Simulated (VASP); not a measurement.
# GaSb (I-4m2) in VASP: a series of runs

Runs on GaSb. Level: PBE. Tasks: single point.

Everything below comes from runs of VASP 6.6.1. Logs are shortened: lines on timing, memory, paths and dates and some standing lists are left out, and cuts for length are marked.

## 1. The cell of the first run

Symmetry: I-4m2, No. 119, tetragonal system. The conventional cell has a = 5.531 Å, b = 5.531 Å, c = 3.162 Å, α = 90.00°, β = 90.00°, γ = 90.00°. Within 3.8 Å of Ga (site symmetry -4m2) lie 8 Sb at 2.88 to 3.64 Å and 2 Ga at 3.16 Å. Sb (site symmetry -4m2) has 8 Ga at 2.88 to 3.64 Å and 2 Sb at 3.16 Å within 3.8 Å.

## 2. Single point, PBE

File INCAR:

```
PREC = Accurate
ENCUT = 520
EDIFF = 1E-7
ISMEAR = 0
SIGMA = 0.15
LREAL = F
LASPH = T
NELM = 80
ALGO = Normal
ISIF = 2
LWAVE = F
LCHARG = F
GGA = PE
NBANDS = 16
```

File KPOINTS:

```
Automatic mesh
0
Gamma
  24 24 24
```

File POSCAR:

```
GaSb
1.0
   -2.7657340177      2.7657340177      1.5810862690
    2.7657340177     -2.7657340177      1.5810862690
    2.7657340177      2.7657340177     -1.5810862690
Ga Sb
1 1
Direct
    0.2500000000      0.7500000000      0.5000000000
    0.0000000000      0.0000000000      0.0000000000
```

Potentials or basis: VASP PAW PBE potentials, release 64 (Ga_d, Sb).

Started as:

```sh
$ cat potpaw_PBE.64/Ga_d/POTCAR potpaw_PBE.64/Sb/POTCAR > POTCAR
$ mpirun -np 1 vasp_std > vasp.out
```

OUTCAR:

```text
PREC = Accurate
   ENCUT = 520
   EDIFF = 1E-7
   ISMEAR = 0
   LREAL = F
   LASPH = T
   NELM = 80
   ISIF = 2
   GGA = PE

 ion  position               nearest neighbor table
   1  0.250  0.750  0.500-   2 2.88   2 2.88   2 2.88   2 2.88
   2  0.000  0.000  0.000-   1 2.88   1 2.88   1 2.88   1 2.88

  LATTYP: Found a body centered tetragonal cell.
 ALAT       =     5.5314680354
 C/A-ratio  =     0.5716696757

  Lattice vectors:

 A1 = (  -2.7657340177,   2.7657340177,   1.5810862690)
 A2 = (   2.7657340177,  -2.7657340177,   1.5810862690)
 A3 = (   2.7657340177,   2.7657340177,  -1.5810862690)

Analysis of symmetry for initial positions (statically):
=====================================================================
 Subroutine PRICEL returns:
 Original cell was already a primitive cell.

 Routine SETGRP: Setting up the symmetry group for a
 body centered tetragonal supercell.

 Subroutine GETGRP returns: Found  8 space group operations
 (whereof  8 operations were pure point group operations)
 out of a pool of 16 trial point group operations.

The static configuration has the point symmetry D_2d.

Analysis of symmetry for dynamics (positions and initial velocities):
=====================================================================
 Subroutine PRICEL returns:
 Original cell was already a primitive cell.

 Routine SETGRP: Setting up the symmetry group for a
 body centered tetragonal supercell.

 Subroutine GETGRP returns: Found  8 space group operations
 (whereof  8 operations were pure point group operations)
 out of a pool of 16 trial point group operations.

The dynamic configuration has the point symmetry D_2d.

 Subroutine INISYM returns: Found  8 space group operations
 (whereof  8 operations are pure point group operations),
 and found     1 'primitive' translations

----------------------------------------------------------------------------------------

                                     Primitive cell

  volume of cell :      48.3767

  direct lattice vectors                    reciprocal lattice vectors
    -2.765734018  2.765734018  1.581086269     0.000000000  0.180783834  0.316238279
     2.765734018 -2.765734018  1.581086269     0.180783834  0.000000000  0.316238279
     2.765734018  2.765734018 -1.581086269     0.180783834  0.180783834  0.000000000

  length of vectors
     4.218815367  4.218815367  4.218815367     0.364265622  0.364265622  0.255666950

  position of ions in fractional coordinates (direct lattice)
     0.250000000  0.750000000  0.500000000
     0.000000000  0.000000000  0.000000000

  ion indices of the primitive-cell ions
   primitive index   ion index
                 1           1
                 2           2

----------------------------------------------------------------------------------------

 KPOINTS: Automatic mesh

Automatic generation of k-mesh.
 Grid dimensions read from file:
 generate k-points for:   24   24   24

 Generating k-lattice:

  Cartesian coordinates                     Fractional coordinates (reciprocal lattice)
     0.000000000  0.007532660  0.013176595     0.041666667  0.000000000 -0.000000000
     0.007532660  0.000000000  0.013176595     0.000000000  0.041666667 -0.000000000
     0.007532660  0.007532660  0.000000000     0.000000000  0.000000000  0.041666667

  Length of vectors
     0.015177734  0.015177734  0.010652790

  Shift w.r.t. Gamma in fractional coordinates (k-lattice)
     0.000000000  0.000000000  0.000000000

 Subroutine IBZKPT returns following result:
 ===========================================

 Found   1063 irreducible k-points:

 Following reciprocal coordinates:
            Coordinates               Weight
  0.000000  0.000000  0.000000      1.000000
  0.041667  0.000000  0.000000      8.000000
  0.083333  0.000000  0.000000      8.000000
  0.125000  0.000000  0.000000      8.000000
  0.166667  0.000000  0.000000      8.000000
  0.208333  0.000000  0.000000      8.000000
[... 16 lines left out ...]
  0.416667  0.041667  0.000000     16.000000
  0.458333  0.041667 -0.000000     16.000000
 [... further k-points ...]
   k-points           NKPTS =   1063   k-points in BZ     NKDIM =   1063   number of bands    NBANDS=     16
   number of dos      NEDOS =    301   number of ions     NIONS =      2
   total plane-waves  NPLWV =  32768
   dimension x,y,z NGX =    32 NGY =   32 NGZ =   32
   dimension x,y,z NGXF=    64 NGYF=   64 NGZF=   64
   ions per type =               1   1
   NGX,Y,Z   is equivalent  to a cutoff of  12.61, 12.61, 12.61 a.u.
   NGXF,Y,Z  is equivalent  to a cutoff of  25.22, 25.22, 25.22 a.u.
 SYSTEM =  unknown system
   PREC   = accura    normal or accurate (medium, high low for compatibility)
   ISTART =      0    job   : 0-new  1-cont  2-samecut
   ICHARG =      2    charge: 1-file 2-atom 10-const
   ISPIN  =      1    spin polarized calculation?
   LNONCOLLINEAR =      F non collinear calculations
   LSORBIT =      F    spin-orbit coupling
   LASPH  =      T    aspherical Exc in radial PAW
   ENCUT  =  520.0 eV  38.22 Ry    6.18 a.u.   7.84  7.84  7.84*2*pi/ulx,y,z
   NELM   =     80;   NELMIN=  2; NELMDL= -5     # of ELM steps
   EDIFF  = 0.1E-06   stopping-criterion for ELM
   LREAL  =      F    real-space projection
   EDIFFG = 0.1E-05   stopping-criterion for IOM
   NSW    =      0    number of steps for IOM
   IBRION =     -1    ionic relax: 0-MD 1-quasi-New 2-CG
   NFREE  =      0    steps in history (QN), initial steepest desc. (CG)
   ISIF   =      2    stress and relaxation
   ISYM   =      2    0-nonsym 1-usesym 2-fastsym
   POTIM  = 0.5000    time-step for ionic-motion
   TEBEG  =    0.0;   TEEND  =   0.0 temperature during run
   PSTRESS=    0.0 pullay stress
   NELECT =      18.0000    total number of electrons
   NUPDOWN=      -1.0000    fix difference up-down
   EMIN   =  10.00;   EMAX   =-10.00  energy-range for DOS
   EFERMI =   0.00;   METHOD = LEGACY
   ISMEAR =     0;   SIGMA  =   0.15  broadening in eV -4-tet -1-fermi 0-gaus
   EFERMI_NEDOS =   21; number of points for ismear=-14 and -15
   IALGO  =     38    algorithm
   IMIX   =      4    mixing-type and parameters
     AMIX     =   0.40;   BMIX     =  1.00
     AMIX_MAG =   1.60;   BMIX_MAG =  1.00
  volume/ion in A,a.u.               =      24.19       163.23
  Fermi-wavevector in a.u.,A,eV,Ry     =   1.177480  2.225115 18.863922  1.386459
  Thomas-Fermi vector in A             =   2.313826
   LORBIT       =      0    0 simple, 1 ext, 2 COOP (PROOUT), +10 PAW based schemes
   GGA     = PE    functional components
   LHFCALC =     F    Hartree Fock is set to
   AEXX    =    0.0000 exact exchange contribution
   IVDW    =     0    specifies the selected vdW correction
   LEPSILON=     F    determine dielectric tensor
   LRPA    =     F    only Hartree local field effects (RPA)
 non-spin polarized calculation
 Gauss-broadening in eV      SIGMA  =   0.15
  energy-cutoff  :      520.00
  volume of cell :       48.38
 maximum number of plane-waves:      1324
   NGX = 15   NGY = 15   NGZ = 15

 number of electron      17.9999991 magnetization

 Free energy of the ion-electron system (eV)
  ---------------------------------------------------
  ext. energy  EPLUGINS =         0.00000000
  ---------------------------------------------------
  free energy    TOTEN  =        -6.99499876 eV

  energy without entropy =       -6.98619576  energy(sigma->0) =       -6.99059726

 E-fermi :   6.5395     XC(G=0): -10.2232

 val. band max:        6.5377391523   @ k =  -0.2083   0.0833  -0.0000
 cond. band min:       6.5421429776   @ k =   0.1250   0.1250   0.0417
 fundamental gap:      0.0044038254
 Fermi energy:         6.5394641088

 k-point     1 :       0.0000    0.0000    0.0000
  band No.  band energies     occupation
      1      -8.4183      2.00000
      2      -8.3305      2.00000
      3      -8.3236      2.00000
      4      -8.3019      2.00000
      5      -8.3019      2.00000
      6      -5.3937      2.00000
[... 8 lines left out ...]
     15      16.4172      0.00000
     16      17.0906      0.00000

 k-point     2 :       0.0417    0.0000    0.0000
  band No.  band energies     occupation
      1      -8.4159      2.00000
      2      -8.3307      2.00000
      3      -8.3232      2.00000
      4      -8.3028      2.00000
      5      -8.3028      2.00000
      6      -5.3604      2.00000
[... 8 lines left out ...]
     15      16.6287      0.00000
     16      16.9737      0.00000

 k-point     3 :       0.0833    0.0000    0.0000
  band No.  band energies     occupation
      1      -8.4091      2.00000
      2      -8.3313      2.00000
      3      -8.3222      2.00000
      4      -8.3057      2.00000
      5      -8.3057      2.00000
      6      -5.2603      2.00000
[... 8 lines left out ...]
     15      16.1969      0.00000
     16      16.5217      0.00000

 k-point     4 :       0.1250    0.0000    0.0000
  band No.  band energies     occupation
      1      -8.3983      2.00000
      2      -8.3323      2.00000
      3      -8.3208      2.00000
      4      -8.3102      2.00000
      5      -8.3099      2.00000
      6      -5.0939      2.00000
[... 8 lines left out ...]
     15      15.5484      0.00000
     16      16.0818      0.00000
[... 324 lines left out ...]
 k-point    22 :       0.3750    0.0417    0.0000
  band No.  band energies     occupation
      1      -8.3639      2.00000
      2      -8.3576      2.00000
      3      -8.3376      2.00000
      4      -8.3017      2.00000
      5      -8.2872      2.00000
      6      -2.4243      2.00000
[... 8 lines left out ...]
     15      15.1157      0.00000
     16      17.6908      0.00000

 k-point    23 :       0.4167    0.0417    0.0000
  band No.  band energies     occupation
      1      -8.3672      2.00000
      2      -8.3606      2.00000
      3      -8.3383      2.00000
      4      -8.3002      2.00000
      5      -8.2801      2.00000
      6      -1.9744      2.00000
[... 8 lines left out ...]
     15      16.0590      0.00000
     16      17.5900      0.00000

 k-point    24 :       0.4583    0.0417   -0.0000
  band No.  band energies     occupation
      1      -8.3685      2.00000
      2      -8.3616      2.00000
      3      -8.3387      2.00000
      4      -8.2995      2.00000
      5      -8.2775      2.00000
      6      -1.7227      2.00000
[... 8 lines left out ...]
     15      16.7678      0.00000
     16      17.1320      0.00000

 [... further k-points ...]

------------------------ aborting loop because EDIFF is reached ----------------------------------------

  FORCE on cell =-STRESS in cart. coord.  units (eV):
  Direction    XX          YY          ZZ          XY          YZ          ZX
  --------------------------------------------------------------------------------------
  -------------------------------------------------------------------------------------
  Total        0.0567702      0.0567702     -0.0896022      0.0000000     -0.0000000      0.0000000
  in kB        1.8801606      1.8801606     -2.9675159      0.0000000     -0.0000000      0.0000000
  external PRESSURE =       0.2642684 kB  Pullay stress =       0.0000000 kB

 VOLUME and BASIS-vectors are now :
 -----------------------------------------------------------------------------
  energy-cutoff  :      520.00
  volume of cell :       48.38
      direct lattice vectors                 reciprocal lattice vectors
    -2.765734018  2.765734018  1.581086269     0.000000000  0.180783834  0.316238279
     2.765734018 -2.765734018  1.581086269     0.180783834  0.000000000  0.316238279
     2.765734018  2.765734018 -1.581086269     0.180783834  0.180783834  0.000000000

 POSITION                                       TOTAL-FORCE (eV/Angst)
 -----------------------------------------------------------------------------------
      2.76573      0.00000      0.79054        -0.000000     -0.000000      0.000000
      0.00000      0.00000      0.00000         0.000000      0.000000     -0.000000
 -----------------------------------------------------------------------------------
    total drift:                                0.000000     -0.000000     -0.000000

  FREE ENERGIE OF THE ION-ELECTRON SYSTEM (eV)
  ---------------------------------------------------
  free  energy   TOTEN  =        -6.9949987617 eV

  energy  without entropy=       -6.9861957609  energy(sigma->0) =       -6.99059726
```

Run time: 6.6 min. Hardware: 1 thread of Intel Xeon Platinum 8488C (Sapphire Rapids), shared host; peak memory 0.89 GiB.

What came out:

```
Free energy            : -6.9950 eV
Pressure               : 0.0 GPa
Band gap on the k mesh : zero (bands 9 and 10 overlap by 4.76 eV)
```

Stress tensor (GPa, compression positive):
```
 0.19  0.00  0.00
 0.00  0.19  0.00
 0.00  0.00 -0.30
```

Caveat: spin-orbit coupling is left out, which moves the levels of the heavy elements.

(Continued in part 2 of 2.)
